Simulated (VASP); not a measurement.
Wanted: the native input for a VASP 6.6.1 run.

```
Task                   : single point
Functional             : PBE
Dispersion             : D3(BJ)
Potentials or basis    : VASP PAW PBE potentials, release 64 (C)
Cutoff                 : 520 eV
k mesh                 : 21 × 21 × 1
Occupations            : gaussian, width 0.1 eV
Spin                   : no spin polarisation
Dipole correction      : yes
Further INCAR settings : ALGO = Normal; EDIFF = 1e-07; NBANDS = 11
```

The structure of C lies in POSCAR:

```
C
1.0
    2.3280000000      0.0000000000      0.0000000000
   -1.1640000000      2.0161071400      0.0000000000
    0.0000000000      0.0000000000     26.0024170307
C
2
Direct
    0.6666666667      0.3333333333      0.5109797485
    0.3333333333      0.6666666667      0.4890202515
```

The input as run:

INCAR

```
PREC     = Accurate       # precision mode
ENCUT    = 520            # plane-wave cutoff, eV
EDIFF    = 1E-7           # SCF threshold, eV
ISMEAR   = 0              # smearing method
SIGMA    = 0.1            # smearing width, eV
LREAL    = False          # projectors in reciprocal space
LASPH    = True           # aspherical terms in the spheres
NELM     = 100            # most SCF steps
ALGO     = Normal         # electronic algorithm
ISIF     = 2              # what is computed and relaxed
LWAVE    = False          # write WAVECAR
LCHARG   = True           # write CHGCAR
LDIPOL   = True         
IDIPOL   = 3            
DIPOL    = 0.5 0.5 0.500
GGA      = PE             # functional
IVDW     = 12             # dispersion correction
LELF     = True           # ELF
LVHAR    = True         
LVACPOTAV= True         
NBANDS   = 11             # bands
```

KPOINTS

```
Automatic mesh
0
Gamma
  21 21 1
```

Potentials or basis: VASP PAW PBE potentials, release 64 (C).

Run with:

```console
$ cat potpaw_PBE.64/C/POTCAR > POTCAR
$ mpirun -np 1 vasp_std > vasp.out
```

It gave:

```json
{
  "Largest force": "9.966 eV/Å",
  "Band gap on the k mesh": "zero (band 4 reaches -2.55 eV, above the bottom of band 5 at -3.05 eV)",
  "Dispersion energy per atom": "-0.082 eV",
  "Work function of the upper face": "3.87 eV",
  "Work function of the lower face": "3.87 eV"
}
```

Run time: 3.1 min on 1 thread of AMD EPYC 7R13 Processor (Zen 3) (shared host), peak memory 0.22 GiB.
